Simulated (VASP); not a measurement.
# MgZn3S4 (P-43m) in VASP: single point with LDA

Aim: the single point of MgZn3S4 with LDA.

All numbers are computed with VASP 6.6.1; they aren't measurements. Logs are shortened: lines on timing, memory, paths and dates and some standing lists are left out, and cuts for length are marked.

## 1. The cell of the first run

The structure is cubic, space group P-43m (No. 215). The conventional cell has a = 5.455 Å, b = 5.455 Å, c = 5.455 Å, α = 90.00°, β = 90.00°, γ = 90.00°. Mg (site symmetry -43m) has 4 S at 2.42 Å within 3.2 Å. Zn (site symmetry -42m) has 4 S at 2.34 Å within 3.1 Å. S (site symmetry 3m) has 3 Zn at 2.34 Å and 1 Mg at 2.42 Å within 3.1 Å.

## 2. Single point, LDA

INCAR

```
SYSTEM = MgZn3S4
PREC     = Accurate       ! precision mode
ENCUT    = 600            ! plane-wave cutoff, eV
EDIFF    = 1E-6           ! SCF threshold, eV
ISMEAR   = 0              ! smearing method
SIGMA    = 0.01           ! smearing width, eV
LREAL    = .False.        ! projectors in reciprocal space
LASPH    = .True.         ! aspherical terms in the spheres
NELM     = 120            ! most SCF steps
ALGO     = Normal         ! electronic algorithm
ISIF     = 2              ! what is computed and relaxed
LWAVE    = .False.        ! write WAVECAR
LCHARG   = .False.        ! write CHGCAR
NBANDS   = 41             ! bands
GGA_COMPAT= .False.
```

KPOINTS

```
regular mesh
0
Gamma
  4 4 4
  0 0 0
```

POSCAR

```
MgZn3S4
1.0
    5.4547990000      0.0000000000      0.0000000000
    0.0000000000      5.4547990000      0.0000000000
    0.0000000000      0.0000000000      5.4547990000
Mg Zn S
1 3 4
Direct
    0.5000000000      0.5000000000      0.5000000000
    0.0000000000      0.0000000000      0.5000000000
    0.0000000000      0.5000000000      0.0000000000
    0.5000000000      0.0000000000      0.0000000000
    0.7563350000      0.7563350000      0.2436650000
    0.2436650000      0.2436650000      0.2436650000
    0.2436650000      0.7563350000      0.7563350000
    0.7563350000      0.2436650000      0.7563350000
```

Potentials or basis: VASP PAW LDA potentials, release 64 (Mg, Zn, S).

Command:

```bash
$ cat potpaw_LDA.64/Mg/POTCAR potpaw_LDA.64/Zn/POTCAR potpaw_LDA.64/S/POTCAR > POTCAR
$ mpirun -np 1 vasp_std > vasp.out
```

OUTCAR:

```text
SYSTEM = MgZn3S4
   PREC = Accurate
   ENCUT = 600
   EDIFF = 1E-6
   ISMEAR = 0
   LREAL = .False.
   LASPH = .True.
   NELM = 120
   ISIF = 2

 ion  position               nearest neighbor table
   1  0.500  0.500  0.500-   5 2.42   6 2.42   7 2.42   8 2.42
   2  0.000  0.000  0.500-   5 2.34   6 2.34   7 2.34   8 2.34
   3  0.000  0.500  0.000-   5 2.34   6 2.34   7 2.34   8 2.34
   4  0.500  0.000  0.000-   5 2.34   6 2.34   7 2.34   8 2.34
   5  0.756  0.756  0.244-   2 2.34   3 2.34   4 2.34   1 2.42
   6  0.244  0.244  0.244-   2 2.34   3 2.34   4 2.34   1 2.42
   7  0.244  0.756  0.756-   2 2.34   3 2.34   4 2.34   1 2.42
   8  0.756  0.244  0.756-   2 2.34   3 2.34   4 2.34   1 2.42

  LATTYP: Found a simple cubic cell.
 ALAT       =     5.4547990000

  Lattice vectors:

 A1 = (   5.4547990000,   0.0000000000,   0.0000000000)
 A2 = (   0.0000000000,   5.4547990000,   0.0000000000)
 A3 = (   0.0000000000,   0.0000000000,   5.4547990000)

Analysis of symmetry for initial positions (statically):
=====================================================================
 Subroutine PRICEL returns:
 Original cell was already a primitive cell.

 Routine SETGRP: Setting up the symmetry group for a
 simple cubic supercell.

 Subroutine GETGRP returns: Found 24 space group operations
 (whereof 24 operations were pure point group operations)
 out of a pool of 48 trial point group operations.

The static configuration has the point symmetry T_d .

Analysis of symmetry for dynamics (positions and initial velocities):
=====================================================================
 Subroutine PRICEL returns:
 Original cell was already a primitive cell.

 Routine SETGRP: Setting up the symmetry group for a
 simple cubic supercell.

 Subroutine GETGRP returns: Found 24 space group operations
 (whereof 24 operations were pure point group operations)
 out of a pool of 48 trial point group operations.

The dynamic configuration has the point symmetry T_d .

 Subroutine INISYM returns: Found 24 space group operations
 (whereof 24 operations are pure point group operations),
 and found     1 'primitive' translations

----------------------------------------------------------------------------------------

                                     Primitive cell

  volume of cell :     162.3066

  direct lattice vectors                    reciprocal lattice vectors
     5.454799000  0.000000000  0.000000000     0.183324812  0.000000000  0.000000000
     0.000000000  5.454799000  0.000000000     0.000000000  0.183324812  0.000000000
     0.000000000  0.000000000  5.454799000     0.000000000  0.000000000  0.183324812

  length of vectors
     5.454799000  5.454799000  5.454799000     0.183324812  0.183324812  0.183324812

  position of ions in fractional coordinates (direct lattice)
     0.500000000  0.500000000  0.500000000
     0.000000000  0.000000000  0.500000000
     0.000000000  0.500000000  0.000000000
     0.500000000  0.000000000  0.000000000
     0.756335000  0.756335000  0.243665000
     0.243665000  0.243665000  0.243665000
     0.243665000  0.756335000  0.756335000
     0.756335000  0.243665000  0.756335000

  ion indices of the primitive-cell ions
   primitive index   ion index
                 1           1
                 2           2
                 3           3
                 4           4
                 5           5
                 6           6
                 7           7
                 8           8

----------------------------------------------------------------------------------------

 KPOINTS: regular mesh

Automatic generation of k-mesh.
 Grid dimensions read from file:
 generate k-points for:    4    4    4

 Generating k-lattice:

  Cartesian coordinates                     Fractional coordinates (reciprocal lattice)
     0.045831203  0.000000000  0.000000000     0.250000000  0.000000000  0.000000000
     0.000000000  0.045831203  0.000000000     0.000000000  0.250000000  0.000000000
     0.000000000  0.000000000  0.045831203     0.000000000  0.000000000  0.250000000

  Length of vectors
     0.045831203  0.045831203  0.045831203

  Shift w.r.t. Gamma in fractional coordinates (k-lattice)
     0.000000000  0.000000000  0.000000000

 Subroutine IBZKPT returns following result:
 ===========================================

 Found     10 irreducible k-points:

 Following reciprocal coordinates:
            Coordinates               Weight
  0.000000  0.000000  0.000000      1.000000
  0.250000  0.000000  0.000000      6.000000
  0.500000  0.000000  0.000000      3.000000
  0.250000  0.250000  0.000000     12.000000
  0.500000  0.250000  0.000000     12.000000
  0.500000  0.500000  0.000000      3.000000
  0.250000  0.250000  0.250000      8.000000
  0.500000  0.250000  0.250000     12.000000
  0.500000  0.500000  0.250000      6.000000
  0.500000  0.500000  0.500000      1.000000
   k-points           NKPTS =     10   k-points in BZ     NKDIM =     10   number of bands    NBANDS=     41
   number of dos      NEDOS =    301   number of ions     NIONS =      8
   total plane-waves  NPLWV = 110592
   dimension x,y,z NGX =    48 NGY =   48 NGZ =   48
   dimension x,y,z NGXF=    96 NGYF=   96 NGZF=   96
   ions per type =               1   3   4
   NGX,Y,Z   is equivalent  to a cutoff of  14.63, 14.63, 14.63 a.u.
   NGXF,Y,Z  is equivalent  to a cutoff of  29.26, 29.26, 29.26 a.u.
 SYSTEM =  MgZn3S4
   PREC   = accura    normal or accurate (medium, high low for compatibility)
   ISTART =      0    job   : 0-new  1-cont  2-samecut
   ICHARG =      2    charge: 1-file 2-atom 10-const
   ISPIN  =      1    spin polarized calculation?
   LNONCOLLINEAR =      F non collinear calculations
   LSORBIT =      F    spin-orbit coupling
   LASPH  =      T    aspherical Exc in radial PAW
   ENCUT  =  600.0 eV  44.10 Ry    6.64 a.u.  10.89 10.89 10.89*2*pi/ulx,y,z
   NELM   =    120;   NELMIN=  2; NELMDL= -5     # of ELM steps
   EDIFF  = 0.1E-05   stopping-criterion for ELM
   LREAL  =      F    real-space projection
   EDIFFG = 0.1E-04   stopping-criterion for IOM
   NSW    =      0    number of steps for IOM
   IBRION =     -1    ionic relax: 0-MD 1-quasi-New 2-CG
   NFREE  =      0    steps in history (QN), initial steepest desc. (CG)
   ISIF   =      2    stress and relaxation
   ISYM   =      2    0-nonsym 1-usesym 2-fastsym
   POTIM  = 0.5000    time-step for ionic-motion
   TEBEG  =    0.0;   TEEND  =   0.0 temperature during run
   PSTRESS=    0.0 pullay stress
   NELECT =      62.0000    total number of electrons
   NUPDOWN=      -1.0000    fix difference up-down
   EMIN   =  10.00;   EMAX   =-10.00  energy-range for DOS
   EFERMI =   0.00;   METHOD = LEGACY
   ISMEAR =     0;   SIGMA  =   0.01  broadening in eV -4-tet -1-fermi 0-gaus
   EFERMI_NEDOS =   21; number of points for ismear=-14 and -15
   IALGO  =     38    algorithm
   IMIX   =      4    mixing-type and parameters
     AMIX     =   0.40;   BMIX     =  1.00
     AMIX_MAG =   1.60;   BMIX_MAG =  1.00
  volume/ion in A,a.u.               =      20.29       136.91
  Fermi-wavevector in a.u.,A,eV,Ry     =   1.187846  2.244703 19.197508  1.410977
  Thomas-Fermi vector in A             =   2.323988
   LORBIT       =      0    0 simple, 1 ext, 2 COOP (PROOUT), +10 PAW based schemes
   GGA     = CA    functional components
   LHFCALC =     F    Hartree Fock is set to
   AEXX    =    0.0000 exact exchange contribution
   IVDW    =     0    specifies the selected vdW correction
   LEPSILON=     F    determine dielectric tensor
   LRPA    =     F    only Hartree local field effects (RPA)
 non-spin polarized calculation
 Gauss-broadening in eV      SIGMA  =   0.01
  energy-cutoff  :      600.00
  volume of cell :      162.31
 maximum number of plane-waves:      5452
 NGX is ok and might be reduce to    48
   NGX = 21   NGY = 21   NGZ = 21

 number of electron      61.9999946 magnetization

 Free energy of the ion-electron system (eV)
  ---------------------------------------------------
  ext. energy  EPLUGINS =         0.00000000
  ---------------------------------------------------
  free energy    TOTEN  =       -33.94144521 eV

  energy without entropy =      -33.94144521  energy(sigma->0) =      -33.94144521

 E-fermi :   1.7843     XC(G=0):  -9.7266

 val. band max:        1.7283753951   @ k =   0.0000   0.0000   0.0000
 cond. band min:       3.8879728409   @ k =   0.0000   0.0000   0.0000
 fundamental gap:      2.1595974458
 Fermi energy:         1.7842721616

 k-point     1 :       0.0000    0.0000    0.0000
  band No.  band energies     occupation
      1     -10.9517      2.00000
      2      -9.7417      2.00000
      3      -9.7417      2.00000
      4      -9.7417      2.00000
      5      -4.4737      2.00000
      6      -4.4737      2.00000
[... 33 lines left out ...]
     40       8.3971      0.00000
     41       8.3971      0.00000

 k-point     2 :       0.2500    0.0000    0.0000
  band No.  band energies     occupation
      1     -10.8023      2.00000
      2      -9.9464      2.00000
      3      -9.7382      2.00000
      4      -9.7382      2.00000
      5      -4.4962      2.00000
      6      -4.4564      2.00000
[... 33 lines left out ...]
     40       8.9544      0.00000
     41       8.9544      0.00000

 k-point     3 :       0.5000    0.0000    0.0000
  band No.  band energies     occupation
      1     -10.4720      2.00000
      2     -10.3308      2.00000
      3      -9.7348      2.00000
      4      -9.7348      2.00000
      5      -4.5147      2.00000
      6      -4.4866      2.00000
[... 259 lines left out ...]
      2     -10.0740      2.00000
      3     -10.0740      2.00000
      4      -9.9842      2.00000
      5      -4.4580      2.00000
      6      -4.4580      2.00000
[... 33 lines left out ...]
     40       8.8409      0.00000
     41       8.9647      0.00000

 k-point    10 :       0.5000    0.5000    0.5000
  band No.  band energies     occupation
      1     -10.0597      2.00000
      2     -10.0597      2.00000
      3     -10.0597      2.00000
      4     -10.0014      2.00000
      5      -4.4656      2.00000
      6      -4.4656      2.00000
[... 33 lines left out ...]
     40       8.5689      0.00000
     41       8.9893      0.00000

------------------------ aborting loop because EDIFF is reached ----------------------------------------

  FORCE on cell =-STRESS in cart. coord.  units (eV):
  Direction    XX          YY          ZZ          XY          YZ          ZX
  --------------------------------------------------------------------------------------
  -------------------------------------------------------------------------------------
  Total       -3.5629320     -3.5629320     -3.5629320     -0.0000000     -0.0000000     -0.0000000
  in kB      -35.1707685    -35.1707685    -35.1707685     -0.0000000     -0.0000000     -0.0000000
  external PRESSURE =     -35.1707685 kB  Pullay stress =       0.0000000 kB

 VOLUME and BASIS-vectors are now :
 -----------------------------------------------------------------------------
  energy-cutoff  :      600.00
  volume of cell :      162.31
      direct lattice vectors                 reciprocal lattice vectors
     5.454799000  0.000000000  0.000000000     0.183324812  0.000000000  0.000000000
     0.000000000  5.454799000  0.000000000     0.000000000  0.183324812  0.000000000
     0.000000000  0.000000000  5.454799000     0.000000000  0.000000000  0.183324812

 POSITION                                       TOTAL-FORCE (eV/Angst)
 -----------------------------------------------------------------------------------
      2.72740      2.72740      2.72740         0.000000      0.000000      0.000000
      0.00000      0.00000      2.72740         0.000000     -0.000000      0.000000
      0.00000      2.72740      0.00000         0.000000     -0.000000      0.000000
      2.72740      0.00000      0.00000         0.000000     -0.000000      0.000000
      4.12566      4.12566      1.32914         0.058346      0.058346     -0.058346
      1.32914      1.32914      1.32914        -0.058346     -0.058346     -0.058346
      1.32914      4.12566      4.12566        -0.058346      0.058346      0.058346
      4.12566      1.32914      4.12566         0.058346     -0.058346      0.058346
 -----------------------------------------------------------------------------------
    total drift:                                0.000000      0.000000     -0.000000

  FREE ENERGIE OF THE ION-ELECTRON SYSTEM (eV)
  ---------------------------------------------------
  free  energy   TOTEN  =       -33.9414452118 eV

  energy  without entropy=      -33.9414452118  energy(sigma->0) =      -33.94144521
```

Run time: 2.9 min. Hardware: 1 thread of AMD EPYC, shared host; peak memory 0.26 GiB.

Results:

* Free energy: -33.9414 eV
* Pressure: -3.5 GPa
* Largest force: 0.101 eV/Å
* Band gap on the k mesh: 2.16 eV

Forces in eV/Å, atoms in the order of the input:
```
Mg   0.000  0.000  0.000
Zn   0.000  0.000  0.000
Zn   0.000  0.000  0.000
Zn   0.000  0.000  0.000
S    0.058  0.058 -0.058
S   -0.058 -0.058 -0.058
S   -0.058  0.058  0.058
S    0.058 -0.058  0.058
```

Caveat: the cell stands under tension.
